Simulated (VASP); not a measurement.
# HfN (F-43m) in VASP: notebook

The runs below take HfN through single point, relaxation of cell and atoms, with LDA, PBEsol, BLYP+D3(BJ).

All numbers are computed with VASP 6.6.1; they aren't measurements. Logs are shortened: lines on timing, memory, paths and dates and some standing lists are left out, and cuts for length are marked.

### 1 The cell of the first run

The structure is cubic, space group F-43m (No. 216). The conventional cell has a = 4.830 Å, b = 4.830 Å, c = 4.830 Å, α = 90.00°, β = 90.00°, γ = 90.00°. Hf (site symmetry -43m) has 4 N at 2.09 Å within 2.8 Å. N (site symmetry -43m) has 4 Hf at 2.09 Å within 2.8 Å.

### 2 Single point, LDA

Input file INCAR:

```
SYSTEM = HfN
ALGO = Normal
EDIFF = 1E-6
ENCUT = 600
GGA = CA
GGA_COMPAT = .FALSE.
ISIF = 2
ISMEAR = -1
LASPH = .TRUE.
LCHARG = .FALSE.
LREAL = .FALSE.
LWAVE = .FALSE.
NBANDS = 14
NELM = 120
PREC = Accurate
SIGMA = 0.15
```

Input file KPOINTS:

```
k-points
0
G
  10 10 10
  0 0 0
```

Input file POSCAR:

```
HfN
1.0
    0.0000000000      2.4151031703      2.4151031703
    2.4151031703      0.0000000000      2.4151031703
    2.4151031703      2.4151031703      0.0000000000
Hf N
1 1
Direct
    0.0000000000      0.0000000000      0.0000000000
    0.2500000000      0.2500000000      0.2500000000
```

Potentials or basis: VASP PAW LDA potentials, release 64 (Hf_pv, N).

Started as:

```console
$ cat potpaw_LDA.64/Hf_pv/POTCAR potpaw_LDA.64/N/POTCAR > POTCAR
$ mpirun -np 1 vasp_std > vasp.out
```

OUTCAR:

```text
SYSTEM = HfN
   EDIFF = 1E-6
   ENCUT = 600
   GGA = CA
   ISIF = 2
   ISMEAR = -1
   LASPH = .TRUE.
   LREAL = .FALSE.
   NELM = 120
   PREC = Accurate

 ion  position               nearest neighbor table
   1  0.000  0.000  0.000-   2 2.09   2 2.09   2 2.09   2 2.09
   2  0.250  0.250  0.250-   1 2.09   1 2.09   1 2.09   1 2.09

  LATTYP: Found a face centered cubic cell.
 ALAT       =     4.8302063406

  Lattice vectors:

 A1 = (   0.0000000000,   2.4151031703,   2.4151031703)
 A2 = (   2.4151031703,   0.0000000000,   2.4151031703)
 A3 = (   2.4151031703,   2.4151031703,   0.0000000000)

Analysis of symmetry for initial positions (statically):
=====================================================================
 Subroutine PRICEL returns:
 Original cell was already a primitive cell.

 Routine SETGRP: Setting up the symmetry group for a
 face centered cubic supercell.

 Subroutine GETGRP returns: Found 24 space group operations
 (whereof 24 operations were pure point group operations)
 out of a pool of 48 trial point group operations.

The static configuration has the point symmetry T_d .

Analysis of symmetry for dynamics (positions and initial velocities):
=====================================================================
 Subroutine PRICEL returns:
 Original cell was already a primitive cell.

 Routine SETGRP: Setting up the symmetry group for a
 face centered cubic supercell.

 Subroutine GETGRP returns: Found 24 space group operations
 (whereof 24 operations were pure point group operations)
 out of a pool of 48 trial point group operations.

The dynamic configuration has the point symmetry T_d .

 Subroutine INISYM returns: Found 24 space group operations
 (whereof 24 operations are pure point group operations),
 and found     1 'primitive' translations

----------------------------------------------------------------------------------------

                                     Primitive cell

  volume of cell :      28.1733

  direct lattice vectors                    reciprocal lattice vectors
     0.000000000  2.415103170  2.415103170    -0.207030493  0.207030493  0.207030493
     2.415103170  0.000000000  2.415103170     0.207030493 -0.207030493  0.207030493
     2.415103170  2.415103170  0.000000000     0.207030493  0.207030493 -0.207030493

  length of vectors
     3.415471658  3.415471658  3.415471658     0.358587333  0.358587333  0.358587333

  position of ions in fractional coordinates (direct lattice)
     0.000000000  0.000000000  0.000000000
     0.250000000  0.250000000  0.250000000

  ion indices of the primitive-cell ions
   primitive index   ion index
                 1           1
                 2           2

----------------------------------------------------------------------------------------

 KPOINTS: k-points

Automatic generation of k-mesh.
 Grid dimensions read from file:
 generate k-points for:   10   10   10

 Generating k-lattice:

  Cartesian coordinates                     Fractional coordinates (reciprocal lattice)
    -0.020703049  0.020703049  0.020703049     0.100000000  0.000000000  0.000000000
     0.020703049 -0.020703049  0.020703049     0.000000000  0.100000000  0.000000000
     0.020703049  0.020703049 -0.020703049     0.000000000  0.000000000  0.100000000

  Length of vectors
     0.035858733  0.035858733  0.035858733

  Shift w.r.t. Gamma in fractional coordinates (k-lattice)
     0.000000000  0.000000000  0.000000000

 Subroutine IBZKPT returns following result:
 ===========================================

 Found     47 irreducible k-points:

 Following reciprocal coordinates:
            Coordinates               Weight
  0.000000  0.000000  0.000000      1.000000
  0.100000  0.000000  0.000000      8.000000
  0.200000  0.000000  0.000000      8.000000
  0.300000  0.000000  0.000000      8.000000
  0.400000  0.000000  0.000000      8.000000
  0.500000  0.000000  0.000000      4.000000
[... 16 lines left out ...]
  0.300000  0.300000  0.000000      6.000000
  0.400000  0.300000  0.000000     24.000000
 [... further k-points ...]
   k-points           NKPTS =     47   k-points in BZ     NKDIM =     47   number of bands    NBANDS=     14
   number of dos      NEDOS =    301   number of ions     NIONS =      2
   total plane-waves  NPLWV =  21952
   dimension x,y,z NGX =    28 NGY =   28 NGZ =   28
   dimension x,y,z NGXF=    56 NGYF=   56 NGZF=   56
   ions per type =               1   1
   NGX,Y,Z   is equivalent  to a cutoff of  13.63, 13.63, 13.63 a.u.
   NGXF,Y,Z  is equivalent  to a cutoff of  27.26, 27.26, 27.26 a.u.
 SYSTEM =  HfN
   PREC   = accura    normal or accurate (medium, high low for compatibility)
   ISTART =      0    job   : 0-new  1-cont  2-samecut
   ICHARG =      2    charge: 1-file 2-atom 10-const
   ISPIN  =      1    spin polarized calculation?
   LNONCOLLINEAR =      F non collinear calculations
   LSORBIT =      F    spin-orbit coupling
   LASPH  =      T    aspherical Exc in radial PAW
   ENCUT  =  600.0 eV  44.10 Ry    6.64 a.u.   6.82  6.82  6.82*2*pi/ulx,y,z
   NELM   =    120;   NELMIN=  2; NELMDL= -5     # of ELM steps
   EDIFF  = 0.1E-05   stopping-criterion for ELM
   LREAL  =      F    real-space projection
   EDIFFG = 0.1E-04   stopping-criterion for IOM
   NSW    =      0    number of steps for IOM
   IBRION =     -1    ionic relax: 0-MD 1-quasi-New 2-CG
   NFREE  =      0    steps in history (QN), initial steepest desc. (CG)
   ISIF   =      2    stress and relaxation
   ISYM   =      2    0-nonsym 1-usesym 2-fastsym
   POTIM  = 0.5000    time-step for ionic-motion
   TEBEG  =    0.0;   TEEND  =   0.0 temperature during run
   PSTRESS=    0.0 pullay stress
   NELECT =      15.0000    total number of electrons
   NUPDOWN=      -1.0000    fix difference up-down
   EMIN   =  10.00;   EMAX   =-10.00  energy-range for DOS
   EFERMI =   0.00;   METHOD = LEGACY
   ISMEAR =    -1;   SIGMA  =   0.15  broadening in eV -4-tet -1-fermi 0-gaus
   EFERMI_NEDOS =   21; number of points for ismear=-14 and -15
   IALGO  =     38    algorithm
   IMIX   =      4    mixing-type and parameters
     AMIX     =   0.40;   BMIX     =  1.00
     AMIX_MAG =   1.60;   BMIX_MAG =  1.00
  volume/ion in A,a.u.               =      14.09        95.06
  Fermi-wavevector in a.u.,A,eV,Ry     =   1.326863  2.507408 23.953963  1.760567
  Thomas-Fermi vector in A             =   2.456219
   LORBIT       =      0    0 simple, 1 ext, 2 COOP (PROOUT), +10 PAW based schemes
   GGA     = CA    functional components
   LHFCALC =     F    Hartree Fock is set to
   AEXX    =    0.0000 exact exchange contribution
   IVDW    =     0    specifies the selected vdW correction
   LEPSILON=     F    determine dielectric tensor
   LRPA    =     F    only Hartree local field effects (RPA)
 non-spin polarized calculation
  energy-cutoff  :      600.00
  volume of cell :       28.17
 maximum number of plane-waves:       960
   NGX = 13   NGY = 13   NGZ = 13

 number of electron      15.0000001 magnetization

 Free energy of the ion-electron system (eV)
  ---------------------------------------------------
  ext. energy  EPLUGINS =         0.00000000
  ---------------------------------------------------
  free energy    TOTEN  =       -23.08642816 eV

  energy without entropy =      -23.04012892  energy(sigma->0) =      -23.06327854

 E-fermi :   5.9520     XC(G=0): -11.7388

 val. band max:        5.8695543243   @ k =   0.3000   0.2000   0.0000
 cond. band min:       5.9882393347   @ k =   0.1000   0.0000   0.0000
 fundamental gap:      0.1186850105
 Fermi energy:         5.9520360466

 k-point     1 :       0.0000    0.0000    0.0000
  band No.  band energies     occupation
      1     -24.8062      2.00000
      2     -24.8062      2.00000
      3     -24.8062      2.00000
      4     -10.2021      2.00000
      5       0.2791      2.00000
      6       0.2791      2.00000
      7       0.2791      2.00000
      8       5.4571      1.92883
      9       8.1958      0.00000
     10       8.1958      0.00000
     11      12.8210      0.00000
     12      12.8210      0.00000
     13      12.8210      0.00000
     14      17.5781      0.00000

 k-point     2 :       0.1000    0.0000    0.0000
  band No.  band energies     occupation
      1     -24.8656      2.00000
      2     -24.8137      2.00000
      3     -24.8137      2.00000
      4     -10.0670      2.00000
      5       0.0759      2.00000
      6       0.3575      2.00000
      7       0.3575      2.00000
      8       5.9882      0.87990
      9       8.0231      0.00000
     10       8.0231      0.00000
     11      12.5546      0.00000
     12      13.0802      0.00000
     13      13.0802      0.00000
     14      17.5722      0.00000

 k-point     3 :       0.2000    0.0000    0.0000
  band No.  band energies     occupation
      1     -25.0170      2.00000
      2     -24.8332      2.00000
      3     -24.8332      2.00000
      4      -9.7281      2.00000
      5      -0.2240      2.00000
      6       0.5487      2.00000
      7       0.5487      2.00000
      8       7.1211      0.00082
      9       7.7863      0.00001
     10       7.7863      0.00001
     11      12.0522      0.00000
     12      13.3704      0.00000
     13      13.3704      0.00000
     14      15.8774      0.00000

 k-point     4 :       0.3000    0.0000    0.0000
  band No.  band energies     occupation
      1     -25.1970      2.00000
      2     -24.8571      2.00000
      3     -24.8571      2.00000
      4      -9.3459      2.00000
      5      -0.2483      2.00000
      6       0.7484      2.00000
      7       0.7484      2.00000
      8       7.8708      0.00001
      9       7.8708      0.00001
     10       7.9152      0.00000
     11      11.5571      0.00000
     12      12.9950      0.00000
     13      12.9950      0.00000
     14      14.4521      0.00000

 k-point     5 :       0.4000    0.0000    0.0000
  band No.  band energies     occupation
      1     -25.3372      2.00000
      2     -24.8764      2.00000
      3     -24.8764      2.00000
      4      -9.0737      2.00000
      5       0.0125      2.00000
      6       0.8725      2.00000
      7       0.8725      2.00000
      8       7.8339      0.00001
      9       8.3547      0.00000
     10       8.3547      0.00000
     11      10.7466      0.00000
[... 276 lines left out ...]
 k-point    22 :      -0.2000    0.2000    0.0000
  band No.  band energies     occupation
      1     -25.1761      2.00000
      2     -24.9608      2.00000
      3     -24.8555      2.00000
      4      -9.1941      2.00000
      5      -0.2610      2.00000
      6       0.7614      2.00000
      7       0.8742      2.00000
      8       7.0646      0.00120
      9       7.8777      0.00001
     10       8.4617      0.00000
     11      11.6055      0.00000
     12      12.8798      0.00000
     13      13.6763      0.00000
     14      15.3617      0.00000

 k-point    23 :       0.3000    0.3000    0.0000
  band No.  band energies     occupation
      1     -25.1976      2.00000
      2     -24.9361      2.00000
      3     -24.9361      2.00000
      4      -9.0496      2.00000
      5      -1.0541      2.00000
      6       1.4649      2.00000
      7       1.4649      2.00000
      8       5.2190      1.98502
      9       9.2584      0.00000
     10       9.3466      0.00000
     11      12.2411      0.00000
     12      12.2411      0.00000
     13      12.7680      0.00000
     14      17.5593      0.00000

 k-point    24 :       0.4000    0.3000    0.0000
  band No.  band energies     occupation
      1     -25.2762      2.00000
      2     -24.9765      2.00000
      3     -24.9586      2.00000
      4      -8.8236      2.00000
      5      -1.0145      2.00000
      6       1.6592      2.00000
      7       1.7293      2.00000
      8       5.1342      1.99146
      9       8.8339      0.00000
     10       9.5662      0.00000
     11      11.6974      0.00000
     12      12.1434      0.00000
     13      13.3293      0.00000
     14      17.4181      0.00000

 [... further k-points ...]

------------------------ aborting loop because EDIFF is reached ----------------------------------------

  FORCE on cell =-STRESS in cart. coord.  units (eV):
  Direction    XX          YY          ZZ          XY          YZ          ZX
  --------------------------------------------------------------------------------------
  -------------------------------------------------------------------------------------
  Total       -0.0361437     -0.0361437     -0.0361437      0.0000000      0.0000000      0.0000000
  in kB       -2.0554440     -2.0554440     -2.0554440      0.0000000      0.0000000      0.0000000
  external PRESSURE =      -2.0554440 kB  Pullay stress =       0.0000000 kB

 VOLUME and BASIS-vectors are now :
 -----------------------------------------------------------------------------
  energy-cutoff  :      600.00
  volume of cell :       28.17
      direct lattice vectors                 reciprocal lattice vectors
     0.000000000  2.415103170  2.415103170    -0.207030493  0.207030493  0.207030493
     2.415103170  0.000000000  2.415103170     0.207030493 -0.207030493  0.207030493
     2.415103170  2.415103170  0.000000000     0.207030493  0.207030493 -0.207030493

 POSITION                                       TOTAL-FORCE (eV/Angst)
 -----------------------------------------------------------------------------------
      0.00000      0.00000      0.00000        -0.000000     -0.000000     -0.000000
      1.20755      1.20755      1.20755         0.000000      0.000000      0.000000
 -----------------------------------------------------------------------------------
    total drift:                               -0.000000     -0.000000     -0.000000

  FREE ENERGIE OF THE ION-ELECTRON SYSTEM (eV)
  ---------------------------------------------------
  free  energy   TOTEN  =       -23.0864281576 eV

  energy  without entropy=      -23.0401289228  energy(sigma->0) =      -23.06327854
```

It took 8.6 s on 1 thread of Intel Xeon 6975P-C (Granite Rapids), shared host; peak memory 0.15 GiB.

Results:

| Quantity | Value |
| --- | --- |
| Free energy | -23.0864 eV |
| Pressure | -0.2 GPa |
| Band gap on the k mesh | zero (an odd number of electrons rules out a gap without spin polarisation) |

Caveat: spin-orbit coupling is left out, which moves the levels of the heavy elements.

### 3 Single point, PBEsol

This run uses another cell than the first one, of 14.42 Å³/atom.

Input file INCAR:

```
  PREC = Accurate
  ENCUT = 600
  EDIFF = 1E-6
  ISMEAR = -1
  SIGMA = 0.15
  LREAL = F
  LASPH = T
  NELM = 120
  ALGO = Normal
  ISIF = 2
  LWAVE = F
  LCHARG = T
  GGA = PS
  LELF = T
  LVHAR = T
  NBANDS = 14
  GGA_COMPAT = F
```

Input file KPOINTS:

```
Automatic mesh
0
Gamma
  10 10 10
```

Input file POSCAR:

```
HfN
1.0
    0.0000000000      2.4341396734      2.4341396734
    2.4341396734      0.0000000000      2.4341396734
    2.4341396734      2.4341396734      0.0000000000
Hf N
1 1
Direct
    0.0000000000      0.0000000000      0.0000000000
    0.2500000000      0.2500000000      0.2500000000
```

Potentials or basis: VASP PAW PBE potentials, release 64 (Hf_pv, N).

Started as:

```console
$ cat potpaw_PBE.64/Hf_pv/POTCAR potpaw_PBE.64/N/POTCAR > POTCAR
$ mpirun -np 1 vasp_std > vasp.out
```

It took 11 s on 1 thread of Intel Xeon 6975P-C (Granite Rapids), shared host; peak memory 0.17 GiB.

Results (log left out):

```
Free energy            : -22.2944 eV
Pressure               : -0.9 GPa
Band gap on the k mesh : zero (an odd number of electrons rules out a gap without spin polarisation)
```

Levels at points of the mesh, in eV from the Fermi level:
```
           k point  band 4  band 5  band 6  band 7  band 8  band 9  band 10  band 11
(0.00, 0.00, 0.00)  -16.22   -5.56   -5.56   -5.56   -0.66    2.27     2.27     6.76
(0.50, 0.00, 0.00)  -15.06   -5.77   -4.95   -4.95    1.60    2.79     2.79     4.28
(0.50, 0.50, 0.00)  -14.67   -7.06   -3.61   -3.61   -1.15    2.23     4.15     4.80
```

Caveat: the PAW data sets were made with another functional, which shifts forces and pressure a little; spin-orbit coupling is left out, which moves the levels of the heavy elements.

### 4 Single point, BLYP+D3(BJ)

This run uses another cell than the first one, of 14.66 Å³/atom.

Input file INCAR:

```
SYSTEM = HfN
PREC     = Accurate       ! precision mode
ENCUT    = 600            ! plane-wave cutoff, eV
EDIFF    = 1E-6           ! SCF threshold, eV
ISMEAR   = -1             ! smearing method
SIGMA    = 0.15           ! smearing width, eV
LREAL    = .FALSE.        ! projectors in reciprocal space
LASPH    = .TRUE.         ! aspherical terms in the spheres
NELM     = 120            ! most SCF steps
ALGO     = Normal         ! electronic algorithm
ISIF     = 2              ! what is computed and relaxed
LWAVE    = .FALSE.        ! write WAVECAR
LCHARG   = .TRUE.         ! write CHGCAR
GGA      = B5             ! functional
ALDAX    = 1.0          
AGGAX    = 1.0          
AGGAC    = 1.0          
ALDAC    = 0.0          
IVDW     = 12             ! dispersion correction
VDW_S6   = 1.0          
VDW_S8   = 2.6996       
VDW_A1   = 0.4298       
VDW_A2   = 4.2359       
LELF     = .TRUE.         ! ELF
LVHAR    = .TRUE.       
NBANDS   = 14             ! bands
GGA_COMPAT= .FALSE.
```

Input file KPOINTS:

```
regular mesh
0
G
  10 10 10
  0 0 0
```

Input file POSCAR:

```
HfN
1.0
    0.0000000000      2.4471652422      2.4471652422
    2.4471652422      0.0000000000      2.4471652422
    2.4471652422      2.4471652422      0.0000000000
Hf N
1 1
Direct
    0.0000000000      0.0000000000      0.0000000000
    0.2500000000      0.2500000000      0.2500000000
```

Started as:

```console
$ cat potpaw_PBE.64/Hf_pv/POTCAR potpaw_PBE.64/N/POTCAR > POTCAR
$ mpirun -np 1 vasp_std > vasp.out
```

It took 15 s on 1 thread of Intel Xeon 6975P-C (Granite Rapids), shared host; peak memory 0.18 GiB.

It converged, with:

```
Free energy                : -21.1852 eV
Pressure                   : -0.6 GPa
Band gap on the k mesh     : zero (an odd number of electrons rules out a gap without spin polarisation)
Dispersion energy per atom : -0.709 eV
```

Levels at points of the mesh, in eV from the Fermi level:
```csv
k point,band 5,band 6,band 7,band 8,band 9,band 10
"(0.00, 0.00, 0.00)",-5.56,-5.56,-5.56,-0.56,2.15,2.15
"(0.50, 0.00, 0.00)",-5.68,-4.96,-4.96,1.49,2.68,2.68
"(0.50, 0.50, 0.00)",-6.91,-3.67,-3.67,-1.11,2.21,3.94
```

Caveat: the PAW data sets were made with another functional, which shifts forces and pressure a little; spin-orbit coupling is left out, which moves the levels of the heavy elements.

(Continued in part 2 of 2.)
